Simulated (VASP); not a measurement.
KF:

```
K F
1.0
     0.00000    2.67185    2.67185
     2.67185    0.00000    2.67185
     2.67185    2.67185    0.00000
K F
1 1
Direct
  0.00000 0.00000 0.00000
  0.50000 0.50000 0.50000
```

Base run:

- Program: VASP 6.6.1
- Functional: PBE-based screened hybrid with 15 % exact exchange
- Potentials or basis: VASP PAW PBE potentials, release 64 (K_sv, F)
- Cutoff: 520 eV
- k mesh: 5 × 5 × 5
- Occupations: fermi-dirac, width 0.05 eV
- Spin: no spin polarisation

Its results: band gap on the k mesh 7.35 eV; pressure 0.9 GPa.

Question: After a change of settings the same cell gave: band gap on the k mesh 6.95 eV; pressure 1.1 GPa. Which change was it?
A. functional from PBE-based screened hybrid with 15 % exact exchange to PBE-based screened hybrid with 10 % exact exchange; share of exact exchange from 0.15 to 0.1
B. functional from PBE-based screened hybrid with 15 % exact exchange to PBE
C. functional from PBE-based screened hybrid with 15 % exact exchange to PBE-based screened hybrid with 25 % exact exchange; share of exact exchange from 0.15 to 0.25

Answer: A.

Caveats: the PAW data sets were made with another functional, which shifts forces and pressure a little.
